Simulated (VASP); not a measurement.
# CoSi2 (Fm-3m) in VASP: a series of runs

The runs below take CoSi2 through relaxation of cell and atoms, single point, with PBE.

Program: VASP 6.6.1. These are calculated values, not measurements. Logs are shortened: lines on timing, memory, paths and dates and some standing lists are left out, and cuts for length are marked.

## Step 1: The cell of the first run

It takes space group Fm-3m (No. 225, cubic). The conventional cell has a = 5.356 Å, b = 5.356 Å, c = 5.356 Å, α = 90.00°, β = 90.00°, γ = 90.00°. Co (site symmetry m-3m) has 8 Si at 2.32 Å within 3.1 Å. Within 3.1 Å of Si (site symmetry -43m) lie 4 Co at 2.32 Å and 6 Si at 2.68 Å.

## Step 2: Relaxation of cell and atoms, PBE

Input file INCAR:

```
  ALGO = Normal
  EDIFF = 1E-6
  EDIFFG = -0.005
  ENCUT = 600
  GGA = PE
  IBRION = 2
  ISIF = 3
  ISMEAR = 0
  LASPH = True
  LCHARG = False
  LREAL = False
  LWAVE = False
  NELM = 80
  NSW = 100
  PREC = Accurate
  SIGMA = 0.1
```

Input file KPOINTS:

```
k-points
0
Gamma
  14 14 14
```

Input file POSCAR:

```
CoSi2
1.0
    0.0000000000      2.6780000000      2.6780000000
    2.6780000000      0.0000000000      2.6780000000
    2.6780000000      2.6780000000      0.0000000000
Co Si
1 2
Direct
    0.0000000000      0.0000000000      0.0000000000
    0.2500000000      0.2500000000      0.2500000000
    0.7500000000      0.7500000000      0.7500000000
```

Potentials or basis: VASP PAW PBE potentials, release 64 (Co, Si).

Launch:

```
> cat potpaw_PBE.64/Co/POTCAR potpaw_PBE.64/Si/POTCAR > POTCAR
> mpirun -np 1 vasp_std > vasp.out
```

OUTCAR:

```text
EDIFF = 1E-6
   EDIFFG = -0.005
   ENCUT = 600
   GGA = PE
   IBRION = 2
   ISIF = 3
   ISMEAR = 0
   LASPH = True
   LREAL = False
   NELM = 80
   NSW = 100
   PREC = Accurate

 ion  position               nearest neighbor table
   1  0.000  0.000  0.000-   3 2.32   2 2.32   3 2.32   2 2.32   3 2.32   3 2.32   2 2.32   2 2.32

   2  0.250  0.250  0.250-   1 2.32   1 2.32   1 2.32   1 2.32   3 2.68   3 2.68   3 2.68   3 2.68
                             3 2.68   3 2.68
   3  0.750  0.750  0.750-   1 2.32   1 2.32   1 2.32   1 2.32   2 2.68   2 2.68   2 2.68   2 2.68
                             2 2.68   2 2.68

  LATTYP: Found a face centered cubic cell.
 ALAT       =     5.3560000000

  Lattice vectors:

 A1 = (   0.0000000000,   2.6780000000,   2.6780000000)
 A2 = (   2.6780000000,   0.0000000000,   2.6780000000)
 A3 = (   2.6780000000,   2.6780000000,   0.0000000000)

Analysis of symmetry for initial positions (statically):
=====================================================================
 Subroutine PRICEL returns:
 Original cell was already a primitive cell.

 Routine SETGRP: Setting up the symmetry group for a
 face centered cubic supercell.

 Subroutine GETGRP returns: Found 48 space group operations
 (whereof 48 operations were pure point group operations)
 out of a pool of 48 trial point group operations.

The static configuration has the point symmetry O_h .

Analysis of symmetry for dynamics (positions and initial velocities):
=====================================================================
 Subroutine PRICEL returns:
 Original cell was already a primitive cell.

 Routine SETGRP: Setting up the symmetry group for a
 face centered cubic supercell.

 Subroutine GETGRP returns: Found 48 space group operations
 (whereof 48 operations were pure point group operations)
 out of a pool of 48 trial point group operations.

The dynamic configuration has the point symmetry O_h .

 Subroutine INISYM returns: Found 48 space group operations
 (whereof 48 operations are pure point group operations),
 and found     1 'primitive' translations

----------------------------------------------------------------------------------------

                                     Primitive cell

  volume of cell :      38.4115

  direct lattice vectors                    reciprocal lattice vectors
     0.000000000  2.678000000  2.678000000    -0.186706497  0.186706497  0.186706497
[... 104 lines left out ...]
   EFERMI_NEDOS =   21; number of points for ismear=-14 and -15
   IALGO  =     38    algorithm
   IMIX   =      4    mixing-type and parameters
     AMIX     =   0.40;   BMIX     =  1.00
     AMIX_MAG =   1.60;   BMIX_MAG =  1.00
  volume/ion in A,a.u.               =      12.80        86.40
  Fermi-wavevector in a.u.,A,eV,Ry     =   1.247586  2.357596 21.177078  1.556471
  Thomas-Fermi vector in A             =   2.381712
   LORBIT       =      0    0 simple, 1 ext, 2 COOP (PROOUT), +10 PAW based schemes
   GGA     = PE    functional components
   LHFCALC =     F    Hartree Fock is set to
   AEXX    =    0.0000 exact exchange contribution
   IVDW    =     0    specifies the selected vdW correction
   LEPSILON=     F    determine dielectric tensor
   LRPA    =     F    only Hartree local field effects (RPA)
 conjugate gradient relaxation of ions
 non-spin polarized calculation
 Gauss-broadening in eV      SIGMA  =   0.10
  energy-cutoff  :      600.00
  volume of cell :       38.41
 maximum number of plane-waves:      1307
   NGX = 15   NGY = 15   NGZ = 15

--------------------------------------- Ionic step        1  -------------------------------------------

 number of electron      17.0000005 magnetization

 Free energy of the ion-electron system (eV)
  ---------------------------------------------------
  ext. energy  EPLUGINS =         0.00000000
  ---------------------------------------------------
  free energy    TOTEN  =       -19.29730905 eV

  energy without entropy =      -19.29215211  energy(sigma->0) =      -19.29473058

------------------------ aborting loop because EDIFF is reached ----------------------------------------

  FORCE on cell =-STRESS in cart. coord.  units (eV):
  Direction    XX          YY          ZZ          XY          YZ          ZX
  --------------------------------------------------------------------------------------
  -------------------------------------------------------------------------------------
  Total        0.0590468      0.0590468      0.0590468     -0.0000000     -0.0000000      0.0000000
  in kB        2.4628900      2.4628900      2.4628900     -0.0000000     -0.0000000      0.0000000
  external PRESSURE =       2.4628900 kB  Pullay stress =       0.0000000 kB
[... 61 lines left out ...]
--------------------------------------- Ionic step        3  -------------------------------------------

 number of electron      17.0000005 magnetization

 Free energy of the ion-electron system (eV)
  ---------------------------------------------------
  ext. energy  EPLUGINS =         0.00000000
  ---------------------------------------------------
  free energy    TOTEN  =       -19.29733988 eV

  energy without entropy =      -19.29217845  energy(sigma->0) =      -19.29475917

 E-fermi :  10.0889     XC(G=0): -11.7408

 val. band max:       10.0860845179   @ k =   0.4286   0.2143   0.0714
 cond. band min:      10.1064235855   @ k =   0.3571   0.0714   0.0000
 fundamental gap:      0.0203390676
 Fermi energy:        10.0888928764

 k-point     1 :       0.0000    0.0000    0.0000
  band No.  band energies     occupation
      1      -3.0383      2.00000
      2       6.0051      2.00000
      3       6.0051      2.00000
      4       6.0051      2.00000
      5       8.1740      2.00000
      6       8.1740      2.00000
      7      10.8227      0.00000
      8      13.4804      0.00000
      9      13.4804      0.00000
     10      13.4804      0.00000
     11      13.5268      0.00000
     12      13.5268      0.00000
[... 331 lines left out ...]
 k-point    24 :       0.2857    0.1429    0.0000
  band No.  band energies     occupation
      1      -1.9186      2.00000
      2       4.2298      2.00000
      3       6.1412      2.00000
      4       6.2167      2.00000
      5       7.3495      2.00000
      6       8.3505      2.00000
      7       9.1882      2.00000
      8      10.1896      0.15443
      9      10.8086      0.00000
     10      11.9931      0.00000
     11      14.2468      0.00000
     12      14.9185      0.00000

 [... further k-points ...]
[... 5 lines left out ...]
  --------------------------------------------------------------------------------------
  -------------------------------------------------------------------------------------
  Total        0.0048235      0.0048235      0.0048235      0.0000000      0.0000000      0.0000000
  in kB        0.2009594      0.2009594      0.2009594      0.0000000      0.0000000      0.0000000
  external PRESSURE =       0.2009594 kB  Pullay stress =       0.0000000 kB
[... 18 lines left out ...]
  FREE ENERGIE OF THE ION-ELECTRON SYSTEM (eV)
  ---------------------------------------------------
  free  energy   TOTEN  =       -19.2973398847 eV

  energy  without entropy=      -19.2921784546  energy(sigma->0) =      -19.29475917

 reached required accuracy - stopping structural energy minimisation
```

Wall time 50 s (1 thread of Intel Xeon 6975P-C (Granite Rapids), shared host); peak memory 0.21 GiB.

What came out:

```yaml
Free_energy: -19.2973 eV
Relaxed_volume: 12.82 Å³/atom
Relaxed_cell: a = 3.789 Å, b = 3.789 Å, c = 3.789 Å, α = 60.00°, β = 60.00°, γ = 60.00°
Space_group_after_relaxing_to_0.05_Å: Fm-3m (No. 225)
Energy_gained_by_relaxing: 0.0 meV/atom
Ionic_steps: 3
Pressure_after_relaxing: 0.0 GPa
```

Final structure:
```
Co Si
1.0
     0.00000    2.67903    2.67903
     2.67903    0.00000    2.67903
     2.67903    2.67903    0.00000
Co Si
1 2
Direct
  0.00000 0.00000 0.00000
  0.25000 0.25000 0.25000
  0.75000 0.75000 0.75000
```

## Step 3: Single point, PBE

This run uses another cell than the first one, of 12.83 Å³/atom, 1.002 times its volume.

Input file INCAR:

```
SYSTEM = CoSi2
ALGO     = Normal         ! electronic algorithm
EDIFF    = 1E-6           ! SCF threshold, eV
ENCUT    = 520            ! plane-wave cutoff, eV
GGA      = PE             ! functional
ISIF     = 2              ! what is computed and relaxed
ISMEAR   = 0              ! smearing method
LASPH    = .True.         ! aspherical terms in the spheres
LCHARG   = .False.        ! write CHGCAR
LREAL    = .False.        ! projectors in reciprocal space
LWAVE    = .False.        ! write WAVECAR
NBANDS   = 16             ! bands
NELM     = 80             ! most SCF steps
PREC     = Accurate       ! precision mode
SIGMA    = 0.1            ! smearing width, eV
```

Input file KPOINTS:

```
k-points
0
Gamma
  14 14 14
  0 0 0
```

Input file POSCAR:

```
CoSi2
1.0
    0.0000000000      2.6799219394      2.6799219394
    2.6799219394      0.0000000000      2.6799219394
    2.6799219394      2.6799219394      0.0000000000
Co Si
1 2
Direct
    0.0000000000      0.0000000000      0.0000000000
    0.2500000000      0.2500000000      0.2500000000
    0.7500000000      0.7500000000      0.7500000000
```

Potentials or basis: VASP PAW PBE potentials, release 64 (Co, Si).

Launch:

```
> cat potpaw_PBE.64/Co/POTCAR potpaw_PBE.64/Si/POTCAR > POTCAR
> mpirun -np 1 vasp_std > vasp.out
```

Run time: 27 s. Hardware: 1 thread of AMD EPYC 9R45 (Zen 5), shared host; peak memory 0.17 GiB.

It converged, with:

```yaml
Free_energy: -19.2974 eV
Pressure: -0.2 GPa
```

Levels at points of the mesh, in eV from the Fermi level:
| k point | band 6 | band 7 | band 8 | band 9 | band 10 | band 11 | band 12 | band 13 |
| --- | --- | --- | --- | --- | --- | --- | --- | --- |
| (0.00, 0.00, 0.00) | -1.91 | 0.72 | 3.39 | 3.39 | 3.39 | 3.44 | 3.44 | 3.44 |
| (0.50, 0.00, 0.00) | -1.63 | -1.63 | -0.48 | -0.48 | 2.67 | 3.39 | 3.39 | 4.32 |
| (0.50, 0.50, 0.00) | -1.96 | -1.96 | -1.92 | -1.34 | 1.55 | 2.91 | 8.54 | 9.55 |

Spin polarisation is off, so any magnetic state and its effect on volume and gap are missing.
